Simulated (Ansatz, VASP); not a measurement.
Two plane-wave programs on BiF

```xyz
8
Lattice="5.9782 0.0000 0.0000 0.0000 5.2299 0.0000 0.0000 0.0000 4.9082" Properties=species:S:1:pos:R:3 pbc="T T T"
Bi    1.7697    0.2342    1.2271
Bi    4.2086    4.9956    3.6812
Bi    1.7697    2.3807    3.6812
Bi    4.2086    2.8492    1.2271
F     5.3704    0.6524    1.2271
F     0.6078    4.5775    3.6812
F     5.3704    1.9625    3.6812
F     0.6078    3.2674    1.2271
```

Alike in both runs: functional r2SCAN; k mesh 3 × 3 × 4; occupations fermi-dirac, width 0.0211 eV; no spin polarisation.

Ansatz relaxed the structure, and its values are those at the end. VASP's run is a single point on that final structure, the one shown.

```csv
,VASP,Ansatz
version,VASP 6.6.1,Ansatz 0.2.0
potentials or method,"VASP PAW PBE potentials, release 64 (Bi_d, F), cutoff 520 eV",PAW plane waves
valence electrons in the cell,88,88
```

Ansatz gave:

| Property | Result |
| --- | --- |
| gap on the k mesh at the Fermi level (eV) | none |
| pressure (GPa) | 0.0 |
| rms of the force components (eV/Å) | 0.000 |

Task: Which values does VASP return?

Result: gap on the k mesh at the Fermi level (eV): none; pressure (GPa): 0.0; rms of the force components (eV/Å): 0.017.

VASP's potentials were made for PBE, not for r2SCAN. A gap of «none» marks a metal or a gap that the smearing closes. The functional is the same, so the differences come from potentials, cutoffs and numerics.

The k mesh is coarse, so the values compare programs but aren't converged. Neither program's run includes spin-orbit coupling.
